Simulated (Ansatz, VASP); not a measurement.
## Two plane-wave programs on In3As

```
CELL_PARAMETERS angstrom
4.67168 0.00000 0.00000
0.00000 4.67168 0.00000
0.00000 0.00000 4.67168
ATOMIC_POSITIONS crystal
In 0.00000 0.50000 0.50000
In 0.50000 0.00000 0.50000
In 0.50000 0.50000 0.00000
As 0.00000 0.00000 0.00000
```

Alike in both runs: task single point; functional PBE; dispersion D3(BJ); k mesh 4 × 4 × 4; occupations gaussian, width 0.1 eV; no spin polarisation.

|  | VASP | Ansatz |
| --- | --- | --- |
| version | VASP 6.6.1 | Ansatz 0.2.0 |
| potentials or method | VASP PAW PBE potentials, release 64 (In_d, As), cutoff 520 eV | scalar-relativistic, plane waves, PAW |
| valence electrons in the cell | 44 | 54 |

```tsv
	VASP	Ansatz	Ansatz less VASP
gap on the k mesh at the Fermi level (eV)	none	none	-
pressure (GPa)	-2.3	-2.3	-0.01
```

A gap of «none» marks a metal or a gap that the smearing closes. VASP's potentials hold 44 valence electrons a cell and Ansatz's 54, so a difference there can come from the potentials and not from the codes.
